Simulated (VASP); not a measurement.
# Si62P (a cell with a defect) in VASP: single point with LDA

Aim: the single point of Si62P (a cell with a defect) with LDA.

All numbers are computed with VASP 6.6.1; they aren't measurements. Logs are shortened: lines on timing, memory, paths and dates and some standing lists are left out, and cuts for length are marked.

## (1) The cell of the first run

The cell holds a defect, 63 atoms: a = 10.860 Å, b = 10.860 Å, c = 10.860 Å, α = 90.00°, β = 90.00°, γ = 90.00°.

## (2) Single point, LDA

INCAR reads:

```
SYSTEM = Si62P
PREC = Accurate ; ENCUT = 520
EDIFF = 1E-6 ; ISMEAR = -1
SIGMA = 0.05 ; LREAL = Auto
LASPH = .TRUE. ; NELM = 80
ALGO = Normal ; ISIF = 2
LWAVE = .FALSE. ; LCHARG = .FALSE.
GGA = CA ; NBANDS = 164
NELECT = 252.0
```

KPOINTS reads:

```
regular mesh
0
G
  1 1 1
  0 0 0
```

POSCAR reads:

```
Si62P
1.0
   10.8600000000      0.0000000000      0.0000000000
    0.0000000000     10.8600000000      0.0000000000
    0.0000000000      0.0000000000     10.8600000000
Si P
62 1
Direct
    0.5003054328     -0.0024506446      0.0003645488
    0.6147357274      0.1326680479      0.1198166667
    0.7506456722      0.2488116943      0.0021871087
    0.8760625230      0.3749643646      0.1260308471
    0.8838785451      0.1090926335      0.3626897790
   -0.0107553407     -0.0024906998      0.0145517495
    0.1260598527      0.1242005525      0.1239540516
    0.2507617864      0.2493308471     -0.0029414365
    0.3688565378      0.3808514733      0.1232405157
    0.5000578269      0.5005418048     -0.0014633517
    0.6279859116      0.6256542357      0.1240303867
    0.7513539595      0.7520686004      0.0015285451
    0.2501633517     -0.0001429098      0.2506244936
    0.3759724678      0.1245390424      0.3746298343
    0.4951172192      0.2537635359      0.2480630755
    0.6278699816      0.3709260589      0.3731224678
    0.7508356354      0.4996789134      0.2502696133
    0.8747442910      0.6255290976      0.3765032228
    0.5037689687     -0.0025686924      0.4947443831
    0.6276056169      0.1228725599      0.6202736648
    0.7544889503      0.2363447514      0.4866882136
    0.8736485267      0.3679170350      0.6192387661
    0.7501989871     -0.0001415285      0.7489861878
    0.8734558011      0.1218300184      0.8789628913
   -0.0011808471      0.5024855433      0.0013285451
    0.1128330571      0.6372211786      0.1275863720
    0.2464688766      0.7508546041      0.0013465009
    0.3740458564      0.8743662063      0.1251665746
    0.0029285451      0.2487221915      0.2480056169
    0.1262244936      0.3756596685      0.3768290055
    0.2428419890      0.5071677716      0.2477036832
    0.3783644567      0.6235062615      0.3740690608
    0.5031899632      0.7511181400      0.2469132597
    0.6294371087      0.8742246777      0.3704366483
    0.0048441989     -0.0020377532      0.5023790976
    0.1255934622      0.1289722836      0.6282002762
    0.2517899632      0.2495743094      0.5001969613
    0.3762415285      0.3749957643      0.6253572744
    0.5026610497      0.4965619705      0.4979518416
    0.6220734807      0.6253968692      0.6241307551
    0.7508521179      0.7512422652      0.4989816759
    0.8762771639      0.8746593923      0.6255095764
    0.2470823204     -0.0013741252      0.7518166667
    0.3767048803      0.1250069061      0.8733188766
    0.5026103131      0.2476174033      0.7463965009
    0.6234071823      0.3733753223      0.8746861878
    0.7484084715      0.4956589319      0.7444944751
    0.8737515654      0.6234098527      0.8730858195
   -0.0113665746      0.7662721915      0.2561567219
    0.1294845304      0.8741859116      0.3794214549
    0.0007079190      0.4985517495      0.5006077348
    0.1260456722      0.6245803867      0.6262113260
    0.2545316759      0.7460190608      0.5006316759
    0.3757505525      0.8751537753      0.6253079190
   -0.0016651934      0.2497983425      0.7527731123
    0.1241861878      0.3767913444      0.8768945672
    0.2504029466      0.4992178637      0.7503610497
    0.3729571823      0.6261061694      0.8766923573
    0.4995778085      0.7499028545      0.7510923573
    0.6274720994      0.8752638122      0.8762168508
    0.0001402394      0.7493050645      0.7506383057
    0.1176276243      0.8757120626      0.8817572744
    0.8511689687     -0.0835603131      0.1758329650
```

Potentials or basis: VASP PAW LDA potentials, release 64 (Si, P).

Run with:

```console
$ cat potpaw_LDA.64/Si/POTCAR potpaw_LDA.64/P/POTCAR > POTCAR
$ mpirun -np 1 vasp_gam > vasp.out
```

OUTCAR:

```text
SYSTEM = Si62P
   PREC = Accurate
   ENCUT = 520
   EDIFF = 1E-6
   ISMEAR = -1
   LREAL = Auto
   LASPH = .TRUE.
   NELM = 80
   ISIF = 2
   GGA = CA
   NELECT = 252.0

 ion  position               nearest neighbor table
   1  0.500  0.998  0.000-   2 2.32  60 2.34  28 2.35  44 2.37
   2  0.615  0.133  0.120-  15 2.31   1 2.32   3 2.32
   3  0.751  0.249  0.002-   2 2.32  24 2.34   4 2.35  46 2.38
   4  0.876  0.375  0.126-  17 2.35  25 2.35  29 2.35   3 2.35
   5  0.884  0.109  0.363-  35 2.34  29 2.35  21 2.39  63 2.94
   6  0.989  0.998  0.015-   7 2.35  24 2.36  62 2.40  63 2.47
   7  0.126  0.124  0.124-  29 2.33   6 2.35  13 2.35   8 2.36
   8  0.251  0.249  0.997-  44 2.35  56 2.35   9 2.36   7 2.36
[... 23 lines left out ...]
  32  0.378  0.624  0.374-  53 2.34  39 2.35  31 2.38  33 2.38
  33  0.503  0.751  0.247-  34 2.34  11 2.34  28 2.35  32 2.38
  34  0.629  0.874  0.370-  33 2.34  41 2.34  19 2.34
  35  0.005  0.998  0.502-  50 2.33   5 2.34  42 2.35  36 2.37
  36  0.126  0.129  0.628-  55 2.34  37 2.35  43 2.36  35 2.37
  37  0.252  0.250  0.500-  14 2.35  36 2.35  38 2.35  30 2.35
  38  0.376  0.375  0.625-  45 2.35  37 2.35  57 2.35  39 2.35
  39  0.503  0.497  0.498-  40 2.35  32 2.35  38 2.35  16 2.36
  40  0.622  0.625  0.624-  59 2.35  39 2.35  47 2.36  41 2.38
[... 21 lines left out ...]
  62  0.118  0.876  0.882-  27 2.34  61 2.35  43 2.40   6 2.40
  63  0.851  0.916  0.176-  49 2.38   6 2.47  12 2.82   5 2.94

  LATTYP: Found a simple cubic cell.
 ALAT       =    10.8600000000

  Lattice vectors:

 A1 = (  10.8600000000,   0.0000000000,   0.0000000000)
 A2 = (   0.0000000000,  10.8600000000,   0.0000000000)
 A3 = (   0.0000000000,   0.0000000000,  10.8600000000)

Analysis of symmetry for initial positions (statically):
=====================================================================
 Subroutine PRICEL returns:
 Original cell was already a primitive cell.

 Routine SETGRP: Setting up the symmetry group for a
 simple cubic supercell.

 Subroutine GETGRP returns: Found  1 space group operations
 (whereof  1 operations were pure point group operations)
 out of a pool of 48 trial point group operations.

The static configuration has the point symmetry C_1 .

Analysis of symmetry for dynamics (positions and initial velocities):
=====================================================================
 Subroutine PRICEL returns:
 Original cell was already a primitive cell.

 Routine SETGRP: Setting up the symmetry group for a
 simple cubic supercell.
[... 207 lines left out ...]
   IBRION =     -1    ionic relax: 0-MD 1-quasi-New 2-CG
   NFREE  =      0    steps in history (QN), initial steepest desc. (CG)
   ISIF   =      2    stress and relaxation
   ISYM   =      2    0-nonsym 1-usesym 2-fastsym
   POTIM  = 0.5000    time-step for ionic-motion
   TEBEG  =    0.0;   TEEND  =   0.0 temperature during run
   PSTRESS=    0.0 pullay stress
   NELECT =     252.0000    total number of electrons
   NUPDOWN=      -1.0000    fix difference up-down
   EMIN   =  10.00;   EMAX   =-10.00  energy-range for DOS
   EFERMI =   0.00;   METHOD = LEGACY
   ISMEAR =    -1;   SIGMA  =   0.05  broadening in eV -4-tet -1-fermi 0-gaus
   EFERMI_NEDOS =   21; number of points for ismear=-14 and -15
   IALGO  =     38    algorithm
   IMIX   =      4    mixing-type and parameters
     AMIX     =   0.40;   BMIX     =  1.00
     AMIX_MAG =   1.60;   BMIX_MAG =  1.00
  volume/ion in A,a.u.               =      20.33       137.20
  Fermi-wavevector in a.u.,A,eV,Ry     =   0.952164  1.799329 12.335269  0.906617
  Thomas-Fermi vector in A             =   2.080702
   LORBIT       =      0    0 simple, 1 ext, 2 COOP (PROOUT), +10 PAW based schemes
   GGA     = CA    functional components
   LHFCALC =     F    Hartree Fock is set to
   AEXX    =    0.0000 exact exchange contribution
   IVDW    =     0    specifies the selected vdW correction
   LEPSILON=     F    determine dielectric tensor
   LRPA    =     F    only Hartree local field effects (RPA)
 non-spin polarized calculation
  energy-cutoff  :      520.00
  volume of cell :     1280.82
 maximum number of plane-waves:     17229
 NGX is ok and might be reduce to    84
   NGX = 41   NGY = 41   NGZ = 41

 number of electron     251.9999994 magnetization

 Free energy of the ion-electron system (eV)
  ---------------------------------------------------
  ext. energy  EPLUGINS =         0.00000000
  ---------------------------------------------------
  free energy    TOTEN  =      -371.43334069 eV

  energy without entropy =     -371.38419683  energy(sigma->0) =     -371.40876876

 E-fermi :   5.8980     XC(G=0):  -9.5334

 val. band max:        5.7601972117   @ k =   0.0000   0.0000   0.0000
 cond. band min:       6.0469302872   @ k =   0.0000   0.0000   0.0000
 fundamental gap:      0.2867330755
 Fermi energy:         5.8979813457

 k-point     1 :       0.0000    0.0000    0.0000
  band No.  band energies     occupation
      1      -6.2901      2.00000
      2      -5.4803      2.00000
      3      -5.2156      2.00000
      4      -5.1967      2.00000
      5      -5.1848      2.00000
      6      -5.1828      2.00000
[... 130 lines left out ...]
    137       6.7486      0.00000
    138       6.7909      0.00000
 [bands above 138 left out]

------------------------ aborting loop because EDIFF is reached ----------------------------------------

  FORCE on cell =-STRESS in cart. coord.  units (eV):
  Direction    XX          YY          ZZ          XY          YZ          ZX
  --------------------------------------------------------------------------------------
  -------------------------------------------------------------------------------------
  Total      -21.7769285    -25.2839524    -25.9436573     -2.7337935     -0.6108527      0.2174010
  in kB      -27.2406667    -31.6275878    -32.4528099     -3.4196906     -0.7641130      0.2719460
  external PRESSURE =     -30.4403548 kB  Pullay stress =       0.0000000 kB

 VOLUME and BASIS-vectors are now :
 -----------------------------------------------------------------------------
  energy-cutoff  :      520.00
  volume of cell :     1280.82
      direct lattice vectors                 reciprocal lattice vectors
    10.860000000  0.000000000  0.000000000     0.092081031  0.000000000  0.000000000
     0.000000000 10.860000000  0.000000000     0.000000000  0.092081031  0.000000000
     0.000000000  0.000000000 10.860000000     0.000000000  0.000000000  0.092081031

 POSITION                                       TOTAL-FORCE (eV/Angst)
 -----------------------------------------------------------------------------------
      5.43332     10.83339      0.00396        -0.017240     -0.006590     -0.014654
      6.67603      1.44078      1.30121        -0.035558      0.031214      0.001508
      8.15201      2.70210      0.02375         0.016077      0.009540     -0.003985
      9.51404      4.07211      1.36869         0.000776      0.012712      0.006257
      9.59892      1.18475      3.93881        -0.077755      0.147375      0.090240
     10.74320     10.83295      0.15803        -0.006805     -0.040248      0.067954
[... 55 lines left out ...]
      1.27744      9.51023      9.57588        -0.006027     -0.016896      0.014761
      9.24370      9.95253      1.90955         0.357479     -0.507050     -0.907858
 -----------------------------------------------------------------------------------
    total drift:                                0.014677     -0.004370      0.015828

  FREE ENERGIE OF THE ION-ELECTRON SYSTEM (eV)
  ---------------------------------------------------
  free  energy   TOTEN  =      -371.4333406932 eV

  energy  without entropy=     -371.3841968333  energy(sigma->0) =     -371.40876876
```

It took 7.7 min on 1 thread of Oxide Virtual Turin-like, shared host; peak memory 0.68 GiB.

Results:

```
Free energy   : -371.4333 eV
Largest force : 1.100 eV/Å
```

Forces in eV/Å, atoms in the order of the input:
```
Si  -0.017 -0.007 -0.015
Si  -0.036  0.031  0.002
Si   0.016  0.010 -0.004
Si   0.001  0.013  0.006
Si  -0.078  0.147  0.090
Si  -0.007 -0.040  0.068
Si   0.027  0.014 -0.017
Si   0.011  0.012  0.016
Si   0.024  0.005  0.012
Si   0.000  0.009  0.013
Si  -0.005  0.009 -0.001
Si   0.121  0.216  0.263
Si  -0.007  0.009  0.002
Si  -0.014  0.003  0.009
Si  -0.009  0.005  0.017
Si  -0.004  0.013  0.008
Si  -0.013  0.009  0.004
Si   0.004  0.023 -0.032
Si  -0.082  0.004  0.075
Si   0.001  0.004  0.016
Si   0.005  0.065  0.062
Si   0.007  0.056  0.064
Si  -0.007  0.002  0.013
Si   0.010 -0.008  0.013
Si   0.007 -0.013 -0.014
Si   0.065 -0.070 -0.015
Si   0.015 -0.003 -0.006
Si  -0.008  0.003  0.009
Si  -0.015 -0.012 -0.026
Si  -0.015 -0.002  0.022
Si   0.011 -0.034 -0.004
Si  -0.018 -0.003  0.022
Si  -0.027 -0.016 -0.005
Si  -0.206 -0.011  0.161
Si  -0.048 -0.024 -0.046
Si  -0.019  0.002 -0.023
Si  -0.015  0.004 -0.003
Si  -0.002  0.009  0.007
Si  -0.003  0.002 -0.003
Si   0.003  0.015 -0.006
Si   0.009  0.019 -0.003
Si   0.001  0.000  0.023
Si  -0.042 -0.009  0.019
Si  -0.003  0.020  0.002
Si  -0.003 -0.001 -0.007
Si  -0.012 -0.003  0.017
Si  -0.003  0.057  0.058
Si   0.004  0.082  0.089
Si   0.094 -0.103 -0.118
Si  -0.014 -0.014 -0.036
Si  -0.032  0.019 -0.005
Si  -0.003  0.005 -0.004
Si  -0.010  0.027  0.007
Si  -0.032  0.004  0.058
Si  -0.016 -0.013  0.000
Si   0.001 -0.008 -0.005
Si  -0.008  0.000  0.001
Si   0.006  0.004 -0.003
Si   0.016  0.007  0.010
Si   0.017 -0.010  0.033
Si   0.003 -0.008  0.005
Si  -0.006 -0.017  0.015
P    0.357 -0.507 -0.908
```

Levels at points of the mesh, in eV from the Fermi level:
| k point | band 124 | band 125 | band 126 | band 127 | band 128 | band 129 |
| --- | --- | --- | --- | --- | --- | --- |
| (0.00, 0.00, 0.00) | -0.65 | -0.59 | -0.14 | 0.15 | 0.24 | 0.32 |

Caveat: the k points lie up to 0.58 Å⁻¹ apart; the cell carries a net charge on a neutralising background, which shifts energy and pressure; the cell is charged against a uniform background, so pressure and absolute levels hang on convention.
